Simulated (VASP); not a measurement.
Here is a VASP 6.6.1 calculation.

File INCAR:

```
PREC = Accurate
ENCUT = 520
EDIFF = 1E-6
ISMEAR = 0
SIGMA = 0.15
LREAL = False
LASPH = True
NELM = 80
ALGO = Fast
ISIF = 2
LWAVE = False
LCHARG = False
GGA = CA
NBANDS = 14
```

The input KPOINTS:

```
Automatic mesh
0
Gamma
  16 16 16
```

The input POSCAR:

```
TiAl
1.0
    3.3062265600      0.0000000000      0.0000000000
    0.0000000000      3.3062265600      0.0000000000
    0.0000000000      0.0000000000      2.9247388800
Ti Al
1 1
Direct
    0.0000000000      0.0000000000      0.0000000000
    0.5000000000      0.5000000000      0.5000000000
```

Potentials or basis: VASP PAW LDA potentials, release 64 (Ti_sv, Al).

Launch:

```console
$ cat potpaw_LDA.64/Ti_sv/POTCAR potpaw_LDA.64/Al/POTCAR > POTCAR
$ mpirun -np 1 vasp_std > vasp.out
```

(1) What does it give for the pressure?

Results:

(1) -4.7 GPa.

Caveat: the cell differs from its parent crystal (strain +0.040 along x and y, -0.080 along z).
